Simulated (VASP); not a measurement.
# Mg3SiO (Pm-3m) in VASP: settings compared

The runs below take Mg3SiO through single point, with PBE, LDA, HSE06.

Program: VASP 6.6.1. These are calculated values, not measurements. Logs are shortened: lines on timing, memory, paths and dates and some standing lists are left out, and cuts for length are marked.

**1. The cell of the first run**

Symmetry: Pm-3m, No. 221, cubic system. Conventional cell: a = 4.184 Å, b = 4.184 Å, c = 4.184 Å, α = 90.00°, β = 90.00°, γ = 90.00°. Si (site symmetry m-3m) has 12 Mg at 2.96 Å and 8 O at 3.62 Å within 3.9 Å. Within 2.8 Å of O (site symmetry m-3m) lie 6 Mg at 2.09 Å. Within 2.8 Å of Mg (site symmetry 4/mmm) lie 2 O at 2.09 Å.

**2. Single point, PBE**

Contents of INCAR:

```
ALGO = Normal
EDIFF = 1E-6
ENCUT = 840
GGA = PE
GGA_COMPAT = F
ISIF = 2
ISMEAR = -1
LASPH = T
LCHARG = F
LREAL = F
LWAVE = F
NBANDS = 28
NELM = 120
PREC = Accurate
SIGMA = 0.02
```

Contents of KPOINTS:

```
k-points
0
Gamma
  6 6 6
```

Contents of POSCAR:

```
Mg3SiO
1.0
    4.1836345404      0.0000000000      0.0000000000
    0.0000000000      4.1836345404      0.0000000000
    0.0000000000      0.0000000000      4.1836345404
Si O Mg
1 1 3
Direct
    0.0000000000      0.0000000000      0.0000000000
    0.5000000000      0.5000000000      0.5000000000
    0.5000000000      0.5000000000      0.0000000000
    0.5000000000      0.0000000000      0.5000000000
    0.0000000000      0.5000000000      0.5000000000
```

Potentials or basis: VASP PAW PBE potentials, release 64 (Si, O, Mg_sv).

The run is started by

```
$ cat potpaw_PBE.64/Si/POTCAR potpaw_PBE.64/O/POTCAR potpaw_PBE.64/Mg_sv/POTCAR > POTCAR
$ mpirun -np 1 vasp_std > vasp.out
```

OUTCAR:

```text
EDIFF = 1E-6
   ENCUT = 840
   GGA = PE
   ISIF = 2
   ISMEAR = -1
   LASPH = T
   LREAL = F
   NELM = 120
   PREC = Accurate

 ion  position               nearest neighbor table
   1  0.000  0.000  0.000-
   2  0.500  0.500  0.500-   3 2.09   4 2.09   5 2.09   3 2.09   4 2.09   5 2.09
   3  0.500  0.500  0.000-   2 2.09   2 2.09
   4  0.500  0.000  0.500-   2 2.09   2 2.09
   5  0.000  0.500  0.500-   2 2.09   2 2.09

  LATTYP: Found a simple cubic cell.
 ALAT       =     4.1836345404

  Lattice vectors:

 A1 = (   4.1836345404,   0.0000000000,   0.0000000000)
 A2 = (   0.0000000000,   4.1836345404,   0.0000000000)
 A3 = (   0.0000000000,   0.0000000000,   4.1836345404)

Analysis of symmetry for initial positions (statically):
=====================================================================
 Subroutine PRICEL returns:
 Original cell was already a primitive cell.

 Routine SETGRP: Setting up the symmetry group for a
 simple cubic supercell.

 Subroutine GETGRP returns: Found 48 space group operations
 (whereof 48 operations were pure point group operations)
 out of a pool of 48 trial point group operations.

The static configuration has the point symmetry O_h .

Analysis of symmetry for dynamics (positions and initial velocities):
=====================================================================
 Subroutine PRICEL returns:
 Original cell was already a primitive cell.

 Routine SETGRP: Setting up the symmetry group for a
 simple cubic supercell.

 Subroutine GETGRP returns: Found 48 space group operations
 (whereof 48 operations were pure point group operations)
 out of a pool of 48 trial point group operations.

The dynamic configuration has the point symmetry O_h .

 Subroutine INISYM returns: Found 48 space group operations
 (whereof 48 operations are pure point group operations),
 and found     1 'primitive' translations

----------------------------------------------------------------------------------------

                                     Primitive cell

  volume of cell :      73.2253

  direct lattice vectors                    reciprocal lattice vectors
[... 84 lines left out ...]
   LSORBIT =      F    spin-orbit coupling
   LASPH  =      T    aspherical Exc in radial PAW
   ENCUT  =  840.0 eV  61.74 Ry    7.86 a.u.   9.89  9.89  9.89*2*pi/ulx,y,z
   NELM   =    120;   NELMIN=  2; NELMDL= -5     # of ELM steps
   EDIFF  = 0.1E-05   stopping-criterion for ELM
   LREAL  =      F    real-space projection
   EDIFFG = 0.1E-04   stopping-criterion for IOM
   NSW    =      0    number of steps for IOM
   IBRION =     -1    ionic relax: 0-MD 1-quasi-New 2-CG
   NFREE  =      0    steps in history (QN), initial steepest desc. (CG)
   ISIF   =      2    stress and relaxation
   ISYM   =      2    0-nonsym 1-usesym 2-fastsym
   POTIM  = 0.5000    time-step for ionic-motion
   TEBEG  =    0.0;   TEEND  =   0.0 temperature during run
   PSTRESS=    0.0 pullay stress
   NELECT =      40.0000    total number of electrons
   NUPDOWN=      -1.0000    fix difference up-down
   EMIN   =  10.00;   EMAX   =-10.00  energy-range for DOS
   EFERMI =   0.00;   METHOD = LEGACY
   ISMEAR =    -1;   SIGMA  =   0.02  broadening in eV -4-tet -1-fermi 0-gaus
   EFERMI_NEDOS =   21; number of points for ismear=-14 and -15
   IALGO  =     38    algorithm
   IMIX   =      4    mixing-type and parameters
     AMIX     =   0.40;   BMIX     =  1.00
     AMIX_MAG =   1.60;   BMIX_MAG =  1.00
  volume/ion in A,a.u.               =      14.65        98.83
  Fermi-wavevector in a.u.,A,eV,Ry     =   1.338262  2.528948 24.367282  1.790945
  Thomas-Fermi vector in A             =   2.466746
   LORBIT       =      0    0 simple, 1 ext, 2 COOP (PROOUT), +10 PAW based schemes
   GGA     = PE    functional components
   LHFCALC =     F    Hartree Fock is set to
   AEXX    =    0.0000 exact exchange contribution
   IVDW    =     0    specifies the selected vdW correction
   LEPSILON=     F    determine dielectric tensor
   LRPA    =     F    only Hartree local field effects (RPA)
 non-spin polarized calculation
  energy-cutoff  :      840.00
  volume of cell :       73.23
 maximum number of plane-waves:      4076
 NGX is ok and might be reduce to    40
   NGX = 19   NGY = 19   NGZ = 19

 number of electron      39.9999975 magnetization

 Free energy of the ion-electron system (eV)
  ---------------------------------------------------
  ext. energy  EPLUGINS =         0.00000000
  ---------------------------------------------------
  free energy    TOTEN  =       -19.90024559 eV

  energy without entropy =      -19.89995374  energy(sigma->0) =      -19.90009966

 E-fermi :   5.4087     XC(G=0): -10.1776

 val. band max:        5.3224285977   @ k =   0.5000   0.3333   0.0000
 cond. band min:       5.4808709343   @ k =   0.5000   0.5000   0.1667
 fundamental gap:      0.1584423367
 Fermi energy:         5.4087173379

 k-point     1 :       0.0000    0.0000    0.0000
  band No.  band energies     occupation
      1     -70.9798      2.00000
      2     -70.9712      2.00000
      3     -70.9712      2.00000
      4     -37.7624      2.00000
      5     -37.7624      2.00000
      6     -37.7624      2.00000
[... 609 lines left out ...]
     27      14.8457      0.00000
     28      16.4809      0.00000

------------------------ aborting loop because EDIFF is reached ----------------------------------------

  FORCE on cell =-STRESS in cart. coord.  units (eV):
  Direction    XX          YY          ZZ          XY          YZ          ZX
  --------------------------------------------------------------------------------------
  -------------------------------------------------------------------------------------
  Total        0.9591153      0.9591153      0.9591153      0.0000000      0.0000000      0.0000000
  in kB       20.9855418     20.9855418     20.9855418      0.0000000      0.0000000      0.0000000
  external PRESSURE =      20.9855418 kB  Pullay stress =       0.0000000 kB

 VOLUME and BASIS-vectors are now :
 -----------------------------------------------------------------------------
  energy-cutoff  :      840.00
  volume of cell :       73.23
      direct lattice vectors                 reciprocal lattice vectors
     4.183634540  0.000000000  0.000000000     0.239026614  0.000000000  0.000000000
     0.000000000  4.183634540  0.000000000     0.000000000  0.239026614  0.000000000
     0.000000000  0.000000000  4.183634540     0.000000000  0.000000000  0.239026614

 POSITION                                       TOTAL-FORCE (eV/Angst)
 -----------------------------------------------------------------------------------
      0.00000      0.00000      0.00000         0.000000      0.000000      0.000000
      2.09182      2.09182      2.09182         0.000000      0.000000      0.000000
      2.09182      2.09182      0.00000         0.000000      0.000000      0.000000
      2.09182      0.00000      2.09182         0.000000      0.000000      0.000000
      0.00000      2.09182      2.09182         0.000000      0.000000      0.000000
 -----------------------------------------------------------------------------------
    total drift:                               -0.000000      0.000000     -0.000000

  FREE ENERGIE OF THE ION-ELECTRON SYSTEM (eV)
  ---------------------------------------------------
  free  energy   TOTEN  =       -19.9002455861 eV

  energy  without entropy=      -19.8999537360  energy(sigma->0) =      -19.90009966
```

Wall time 55 s (1 thread of Intel Xeon Platinum 8488C (Sapphire Rapids), shared host); peak memory 0.26 GiB.

Results:

- Free energy: -19.9002 eV
- Pressure: 2.1 GPa
- Band gap on the k mesh: 0.16 eV (least direct gap 0.59 eV)

Caveat: semilocal functionals underestimate gaps, and a narrow one can read as zero. A k mesh can miss the band edges.

**3. Single point, LDA**

This run uses another cell than the first one, of 14.17 Å³/atom.

Contents of INCAR:

```
SYSTEM = Mg3SiO
  PREC = Accurate
  ENCUT = 840
  EDIFF = 1E-6
  ISMEAR = -1
  SIGMA = 0.02
  LREAL = .FALSE.
  LASPH = .TRUE.
  NELM = 120
  ALGO = Normal
  ISIF = 2
  LWAVE = .FALSE.
  LCHARG = .FALSE.
  GGA = CA
  NBANDS = 28
  GGA_COMPAT = .FALSE.
```

Contents of KPOINTS:

```
Automatic mesh
0
G
  6 6 6
  0 0 0
```

POSCAR, as its differences from that of step 2:

```diff
@@ -2,5 +2,5 @@
 1.0
-    4.1836345404      0.0000000000      0.0000000000
-    0.0000000000      4.1836345404      0.0000000000
-    0.0000000000      0.0000000000      4.1836345404
+    4.1379967222      0.0000000000      0.0000000000
+    0.0000000000      4.1379967222      0.0000000000
+    0.0000000000      0.0000000000      4.1379967222
 Si O Mg
```

Potentials or basis: VASP PAW LDA potentials, release 64 (Si, O, Mg_sv).

The run is started by

```
$ cat potpaw_LDA.64/Si/POTCAR potpaw_LDA.64/O/POTCAR potpaw_LDA.64/Mg_sv/POTCAR > POTCAR
$ mpirun -np 1 vasp_std > vasp.out
```

Run time: 83 s. Hardware: 1 thread of AMD EPYC 7R43 (Zen 3), shared host; peak memory 0.19 GiB.

It converged, with:

```yaml
Free_energy: -22.3912 eV
Pressure: 0.1 GPa
Band_gap_on_the_k_mesh: 0.15 eV (least direct gap 0.62 eV)
```

Levels at points of the mesh, in eV from the valence-band top:
| k point | band 18 | band 19 | band 20 | band 21 | band 22 | band 23 |
| --- | --- | --- | --- | --- | --- | --- |
| (0.00, 0.00, 0.00) | -0.36 | -0.36 | -0.36 | 0.65 | 0.65 | 2.15 |
| (0.50, 0.00, 0.00) | -4.80 | -0.62 | -0.62 | 1.77 | 3.33 | 4.10 |
| (0.50, 0.50, 0.00) | -2.63 | -2.63 | -0.29 | 0.33 | 2.60 | 3.00 |
| (0.50, 0.50, 0.50) | -3.47 | -3.47 | -3.47 | 1.83 | 1.83 | 1.83 |

Caveat: semilocal functionals underestimate gaps, and a narrow one can read as zero. A k mesh can miss the band edges.

**4. Single point, HSE06**

POSCAR, as its differences from that of step 3:

```diff
@@ -2,5 +2,5 @@
 1.0
-    4.1379967222      0.0000000000      0.0000000000
-    0.0000000000      4.1379967222      0.0000000000
-    0.0000000000      0.0000000000      4.1379967222
+    4.1836345404      0.0000000000      0.0000000000
+    0.0000000000      4.1836345404      0.0000000000
+    0.0000000000      0.0000000000      4.1836345404
 Si O Mg
```

Contents of INCAR.step1:

```
SYSTEM = Mg3SiO
  ALGO = Normal
  EDIFF = 1E-5
  ENCUT = 620
  GGA = PE
  GGA_COMPAT = .False.
  ISIF = 2
  ISMEAR = -1
  LASPH = .True.
  LREAL = .False.
  LWAVE = .True.
  NBANDS = 28
  NELM = 120
  PREC = Accurate
  SIGMA = 0.02
```

Contents of INCAR.step2:

```
SYSTEM = Mg3SiO
  ALGO = Normal
  EDIFF = 1E-6
  ENCUT = 620
  GGA = PE
  GGA_COMPAT = .False.
  HFSCREEN = 0.2079
  ISIF = 2
  ISMEAR = -1
  ISTART = 1
  LASPH = .True.
  LCHARG = .True.
  LELF = .True.
  LHFCALC = .True.
  LREAL = .False.
  LVHAR = .True.
  LWAVE = .False.
  NBANDS = 28
  NELM = 120
  PREC = Accurate
  PRECFOCK = Normal
  SIGMA = 0.02
```

Contents of KPOINTS:

```
k-points
0
Gamma
  4 4 4
  0 0 0
```

Potentials or basis: VASP PAW PBE potentials, release 64 (Si, O, Mg_sv).

The run is started by

```
$ cat potpaw_PBE.64/Si/POTCAR potpaw_PBE.64/O/POTCAR potpaw_PBE.64/Mg_sv/POTCAR > POTCAR
$ cp INCAR.step1 INCAR
$ mpirun -np 1 vasp_std > vasp.out
$ cp INCAR.step2 INCAR
$ mpirun -np 1 vasp_std > vasp.out
```

It took 34 min on 1 thread of Intel Xeon Platinum 8488C (Sapphire Rapids), shared host; peak memory 0.35 GiB.

It converged, with:

| Property | Result |
| --- | --- |
| Free energy | -23.1307 eV |
| Pressure | 0.2 GPa |
| Band gap on the k mesh | 0.17 eV |

Levels at points of the mesh, in eV from the valence-band top:
| k point | band 18 | band 19 | band 20 | band 21 | band 22 | band 23 |
| --- | --- | --- | --- | --- | --- | --- |
| (0.00, 0.00, 0.00) | -0.65 | -0.65 | -0.65 | 1.01 | 1.01 | 2.60 |
| (0.50, 0.00, 0.00) | -5.38 | -0.84 | -0.84 | 2.11 | 3.83 | 4.65 |
| (0.50, 0.50, 0.00) | -3.14 | -3.14 | 0.00 | 0.17 | 3.03 | 3.54 |
| (0.50, 0.50, 0.50) | -3.94 | -3.94 | -3.94 | 2.26 | 2.26 | 2.26 |

Caveat: the PAW data sets were made with another functional, which shifts forces and pressure a little.

**5. The runs side by side**

| level | potentials or basis | cell | k mesh | cutoff (eV) | grid for exact exchange (PRECFOCK) | share of exact exchange | screening parameter | gap on the mesh (eV) | pressure (GPa) |
| --- | --- | --- | --- | --- | --- | --- | --- | --- | --- |
| PBE | VASP PAW PBE potentials, release 64 (Si, O, Mg_sv) | a = 4.184 Å, 5 atoms | 6 × 6 × 6 | 840 | - | - | - | 0.16 | 2.1 |
| LDA | VASP PAW LDA potentials, release 64 (Si, O, Mg_sv) | a = 4.138 Å, 5 atoms | 6 × 6 × 6 | 840 | - | - | - | 0.15 | 0.1 |
| HSE06 | VASP PAW PBE potentials, release 64 (Si, O, Mg_sv) | a = 4.184 Å, 5 atoms | 4 × 4 × 4 | 620 | Normal | 0.25 | 0.2079 1/Å | 0.17 | 0.2 |

Alike in all rows: task single point; no spin polarisation; smearing fermi-dirac 0.02 eV.

Caveats: semilocal functionals underestimate gaps, and a narrow one can read as zero (at least some runs); the PAW data sets were made with another functional, which shifts forces and pressure a little (at least some runs).

Total energies depend on the potentials used, so only differences within one code and one set of settings carry meaning.
